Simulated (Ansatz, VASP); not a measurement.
# Li12NO in VASP and in Ansatz

The input INCAR:

```
SYSTEM = Li12NO
PREC = Accurate ; ENCUT = 520
EDIFF = 1E-7 ; ISMEAR = 0
SIGMA = 0.1 ; LREAL = .False.
LASPH = .True. ; NELM = 150
ALGO = Normal ; ISIF = 2
LWAVE = .False. ; LCHARG = .False.
ISPIN = 2 ; MAGMOM = 0 0 0 0 0 0 0 0 0 0 0 0 1 0
LORBIT = 11 ; LDIPOL = .True.
IDIPOL = 3 ; DIPOL = 0.5 0.5 0.303
GGA = PE ; NBANDS = 40
KPAR = 4
```

File KPOINTS:

```
Automatic mesh
0
Gamma
  5 5 1
  0 0 0
```

POSCAR

```
Li12NO
1.0
    5.9451735978      0.0000000000      0.0000000000
   -1.9817245326      5.6051634218      0.0000000000
    0.0000000000      0.0000000000     22.6831262891
Li N O
12 1 1
Direct
    0.2500000000      0.2500000000      0.1763425354
    0.2500000000      0.7500000000      0.1763425354
    0.7500000000      0.2500000000      0.1763425354
    0.7500000000      0.7500000000      0.1763425354
    0.0000000000      0.0000000000      0.2794233694
    0.0000000000      0.5000000000      0.2794233694
    0.5000000000      0.0000000000      0.2794233694
    0.5000000000      0.5000000000      0.2794233694
    0.2500000000      0.2500000000      0.3828011262
    0.2500000000      0.7500000000      0.3828011262
    0.7500000000      0.2500000000      0.3828011262
    0.7500000000      0.7500000000      0.3828011262
    0.9166666667      0.5833333333      0.4401124502
    1.0826986962      0.7493653629      0.4535764881
```

Input for Ansatz:

```yaml
crystal:
  lattice:
    - [5.9451735978, 0.0, 0.0]
    - [-1.9817245326, 5.6051634218, 0.0]
    - [0.0, 0.0, 22.6831262891]
  atoms:
    - { symbol: Li, position: [0.25, 0.25, 0.1763425354] }
    - { symbol: Li, position: [0.25, 0.75, 0.1763425354] }
    - { symbol: Li, position: [0.75, 0.25, 0.1763425354] }
    - { symbol: Li, position: [0.75, 0.75, 0.1763425354] }
    - { symbol: Li, position: [0.0, 0.0, 0.2794233694] }
    - { symbol: Li, position: [0.0, 0.5, 0.2794233694] }
    - { symbol: Li, position: [0.5, 0.0, 0.2794233694] }
    - { symbol: Li, position: [0.5, 0.5, 0.2794233694] }
    - { symbol: Li, position: [0.25, 0.25, 0.3828011262] }
    - { symbol: Li, position: [0.25, 0.75, 0.3828011262] }
    - { symbol: Li, position: [0.75, 0.25, 0.3828011262] }
    - { symbol: Li, position: [0.75, 0.75, 0.3828011262] }
    - { symbol: "N", position: [0.9166666667, 0.5833333333, 0.4401124502], spin: 1.0 }
    - { symbol: O, position: [1.0826986962, 0.7493653629, 0.4535764881] }
basis:
  ecutwfc: 420
kpoints:
  mp_grid: { grid: [5, 5, 1] }
hamiltonian:
  xc: pbe
scf:
  occupations: { method: gaussian, width: 0.1 }
output:
  forces: true
  eigenvalues: true
  populations: true
magnetization:
  spin_polarized: true
efield:
  axis: 3
  dipole_correction: true
  ramp_width: 0.04
```

Alike in both runs: task single point; functional PBE; k mesh 5 × 5 × 1; occupations gaussian, width 0.1 eV; collinear spin.

|  | VASP | Ansatz |
| --- | --- | --- |
| version | VASP 6.6.1 | Ansatz 0.2.0 |
| potentials or method | VASP PAW PBE potentials, release 64 (Li_sv, N, O), cutoff 520 eV | scalar-relativistic, plane waves, PAW |
| valence electrons in the cell | 47 | 47 |

VASP gave:

* gap on the k mesh at the Fermi level (eV): none
* rms of the force components (eV/Å): 1.527
* net moment per atom (μB): 0.10
* size of the moment on the site where the two differ most (μB): 0.61

Problem. Estimate Ansatz's values.

Solution. gap on the k mesh at the Fermi level (eV): none; rms of the force components (eV/Å): 1.286; net moment per atom (μB): 0.10; size of the moment on the site where the two differ most (μB): 0.33.

Site moments also hang on the region over which each program counts them. Atom by atom the forces differ by 0.244 eV/Å (rms over components). A gap of «none» marks a metal or a gap that the smearing closes. With one functional, cell and mesh, what is left measures potentials, basis and numerics.

Noted on VASP's run: the cutoff is under 1.25 times that of the potentials, so the pressure is a little rough; the standard files for N, O and F lose accuracy on very short bonds.
